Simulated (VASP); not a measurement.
# Rh (Cmcm) in VASP: single point with LDA

Aim: the single point of Rh with LDA.

All numbers are computed with VASP 6.6.1; they aren't measurements. Logs are shortened: lines on timing, memory, paths and dates and some standing lists are left out, and cuts for length are marked.

### 1 The cell of the first run

It takes space group Cmcm (No. 63, orthorhombic). Conventional cell: a = 3.004 Å, b = 4.730 Å, c = 4.428 Å, α = 90.00°, β = 90.00°, γ = 90.00°. Within 3.6 Å of Rh (site symmetry m2m) lie 12 Rh at 2.72 to 3.00 Å.

### 2 Single point, LDA (strain +0.1000 x Voigt [1, 0, 0, 0, 0, 0])

The input, INCAR:

```
SYSTEM = Rh
ALGO = Fast
EDIFF = 1E-7
ENCUT = 520
ISIF = 2
ISMEAR = 1
LASPH = .TRUE.
LCHARG = .FALSE.
LREAL = .FALSE.
LWAVE = .FALSE.
NBANDS = 22
NELM = 80
PREC = Accurate
SIGMA = 0.02
```

The input, KPOINTS:

```
k-points
0
G
  18 18 12
  0 0 0
```

The input, POSCAR:

```
Rh
1.0
    3.0040769465      0.0000000000      0.0000000000
   -1.5020384732      2.3650972278      0.0000000000
    0.0000000000      0.0000000000      4.4284890000
Rh
2
Direct
    0.6666666667      0.3333333333      0.7500000000
    0.3333333333      0.6666666667      0.2500000000
```

Potentials or basis: VASP PAW LDA potentials, release 64 (Rh_pv).

Launch:

```console
> cat potpaw_LDA.64/Rh_pv/POTCAR > POTCAR
> mpirun -np 1 vasp_std > vasp.out
```

OUTCAR:

```text
SYSTEM = Rh
   EDIFF = 1E-7
   ENCUT = 520
   ISIF = 2
   ISMEAR = 1
   LASPH = .TRUE.
   LREAL = .FALSE.
   NELM = 80
   PREC = Accurate

 ion  position               nearest neighbor table
   1  0.667  0.333  0.750-   2 2.72   2 2.72   2 2.79   2 2.79   2 2.79   2 2.79
   2  0.333  0.667  0.250-   1 2.72   1 2.72   1 2.79   1 2.79   1 2.79   1 2.79

  Warning from LATTYP: Monoclinic adjustment (A1->A3, A2->A1, A3->A2)!
  LATTYP: Found a base centered orthorhombic cell.
 ALAT       =     3.0040769465
 B/A-ratio  =     1.5745916432
 C/A-ratio  =     1.4741596433

  Lattice vectors:

 A1 = (   1.5020384732,  -2.3650972278,   0.0000000000)
 A2 = (   1.5020384733,   2.3650972278,   0.0000000000)
 A3 = (   0.0000000000,   0.0000000000,   4.4284890000)

Analysis of symmetry for initial positions (statically):
=====================================================================
 Subroutine PRICEL returns:
 Original cell was already a primitive cell.

 Routine SETGRP: Setting up the symmetry group for a
 base centered orthorhombic supercell.

 Subroutine GETGRP returns: Found  8 space group operations
 (whereof  4 operations were pure point group operations)
 out of a pool of  8 trial point group operations.

The static configuration has the point symmetry C_2h.
 The point group associated with its full space group is D_2h.

Analysis of symmetry for dynamics (positions and initial velocities):
=====================================================================
 Subroutine PRICEL returns:
 Original cell was already a primitive cell.

 Routine SETGRP: Setting up the symmetry group for a
 base centered orthorhombic supercell.

 Subroutine GETGRP returns: Found  8 space group operations
 (whereof  4 operations were pure point group operations)
 out of a pool of  8 trial point group operations.

The dynamic configuration has the point symmetry C_2h.
 The point group associated with its full space group is D_2h.

 Subroutine INISYM returns: Found  8 space group operations
 (whereof  4 operations are pure point group operations),
 and found     1 'primitive' translations

----------------------------------------------------------------------------------------

                                     Primitive cell

  volume of cell :      31.4641

  direct lattice vectors                    reciprocal lattice vectors
[... 84 lines left out ...]
   LASPH  =      T    aspherical Exc in radial PAW
   ENCUT  =  520.0 eV  38.22 Ry    6.18 a.u.   5.59  5.21  8.23*2*pi/ulx,y,z
   NELM   =     80;   NELMIN=  2; NELMDL= -5     # of ELM steps
   EDIFF  = 0.1E-06   stopping-criterion for ELM
   LREAL  =      F    real-space projection
   EDIFFG = 0.1E-05   stopping-criterion for IOM
   NSW    =      0    number of steps for IOM
   IBRION =     -1    ionic relax: 0-MD 1-quasi-New 2-CG
   NFREE  =      0    steps in history (QN), initial steepest desc. (CG)
   ISIF   =      2    stress and relaxation
   ISYM   =      2    0-nonsym 1-usesym 2-fastsym
   POTIM  = 0.5000    time-step for ionic-motion
   TEBEG  =    0.0;   TEEND  =   0.0 temperature during run
   PSTRESS=    0.0 pullay stress
   NELECT =      30.0000    total number of electrons
   NUPDOWN=      -1.0000    fix difference up-down
   EMIN   =  10.00;   EMAX   =-10.00  energy-range for DOS
   EFERMI =   0.00;   METHOD = LEGACY
   ISMEAR =     1;   SIGMA  =   0.02  broadening in eV -4-tet -1-fermi 0-gaus
   EFERMI_NEDOS =   21; number of points for ismear=-14 and -15
   IALGO  =     68    algorithm
   IMIX   =      4    mixing-type and parameters
     AMIX     =   0.40;   BMIX     =  1.00
     AMIX_MAG =   1.60;   BMIX_MAG =  1.00
  volume/ion in A,a.u.               =      15.73       106.17
  Fermi-wavevector in a.u.,A,eV,Ry     =   1.611301  3.044918 35.324688  2.596291
  Thomas-Fermi vector in A             =   2.706713
   LORBIT       =      0    0 simple, 1 ext, 2 COOP (PROOUT), +10 PAW based schemes
   GGA     = CA    functional components
   LHFCALC =     F    Hartree Fock is set to
   AEXX    =    0.0000 exact exchange contribution
   IVDW    =     0    specifies the selected vdW correction
   LEPSILON=     F    determine dielectric tensor
   LRPA    =     F    only Hartree local field effects (RPA)
 non-spin polarized calculation
 RMM-DIIS sequential band-by-band and
 Methfessel and Paxton  Order N= 1 SIGMA  =   0.02
  energy-cutoff  :      520.00
  volume of cell :       31.46
 maximum number of plane-waves:       866
   NGX = 11   NGY = 11   NGZ = 17

 number of electron      29.9999997 magnetization

 Free energy of the ion-electron system (eV)
  ---------------------------------------------------
  ext. energy  EPLUGINS =         0.00000000
  ---------------------------------------------------
  free energy    TOTEN  =       -16.60904863 eV

  energy without entropy =      -16.60908451  energy(sigma->0) =      -16.60906059

 E-fermi :   9.4596     XC(G=0): -13.5017

 val. band max:        9.4586675046   @ k =   0.3889   0.1111   0.2500
 cond. band min:       9.4600237187   @ k =   0.3333   0.3333   0.0000
 fundamental gap:      0.0013562142
 Fermi energy:         9.4595627735

 k-point     1 :       0.0000    0.0000    0.0000
  band No.  band energies     occupation
      1     -37.1002      2.00000
      2     -36.6206      2.00000
      3     -36.5954      2.00000
      4     -36.5671      2.00000
      5     -36.5278      2.00000
      6     -36.5100      2.00000
[... 589 lines left out ...]
     21      23.9732      0.00000
     22      26.4441      0.00000

 [... further k-points ...]

------------------------ aborting loop because EDIFF is reached ----------------------------------------

  FORCE on cell =-STRESS in cart. coord.  units (eV):
  Direction    XX          YY          ZZ          XY          YZ          ZX
  --------------------------------------------------------------------------------------
  -------------------------------------------------------------------------------------
  Total       -7.5906321     -5.5223466     -6.0951068     -0.0000000      0.0000000      0.0000000
  in kB     -386.5208315   -281.2021420   -310.3675285     -0.0000000      0.0000000      0.0000000
  external PRESSURE =    -326.0301673 kB  Pullay stress =       0.0000000 kB

 VOLUME and BASIS-vectors are now :
 -----------------------------------------------------------------------------
  energy-cutoff  :      520.00
  volume of cell :       31.46
      direct lattice vectors                 reciprocal lattice vectors
     3.004076947  0.000000000  0.000000000     0.332880954  0.211407799  0.000000000
    -1.502038473  2.365097228  0.000000000     0.000000000  0.422815599  0.000000000
     0.000000000  0.000000000  4.428489000     0.000000000  0.000000000  0.225810655

 POSITION                                       TOTAL-FORCE (eV/Angst)
 -----------------------------------------------------------------------------------
      1.50204      0.78837      3.32137         0.000000      0.132275      0.000000
     -0.00000      1.57673      1.10712        -0.000000     -0.132275     -0.000000
 -----------------------------------------------------------------------------------
    total drift:                               -0.000000      0.000000     -0.000000

  FREE ENERGIE OF THE ION-ELECTRON SYSTEM (eV)
  ---------------------------------------------------
  free  energy   TOTEN  =       -16.6090486316 eV

  energy  without entropy=      -16.6090845071  energy(sigma->0) =      -16.60906059
```

It took 9 min on 1 thread of Intel Xeon 8259CL, shared host; peak memory 0.42 GiB.

What came out:

```
Free energy            : -16.6090 eV
Pressure               : -32.6 GPa
Largest force          : 0.132 eV/Å
Band gap on the k mesh : zero (bands 15 and 16 overlap by 1.90 eV)
```

Forces in eV/Å, atoms in the order of the input:
```
Rh   0.000  0.132  0.000
Rh   0.000 -0.132  0.000
```

Caveat: the cell differs from its parent crystal (strain +0.1000 x Voigt [1, 0, 0, 0, 0, 0]); the cell stands under tension.
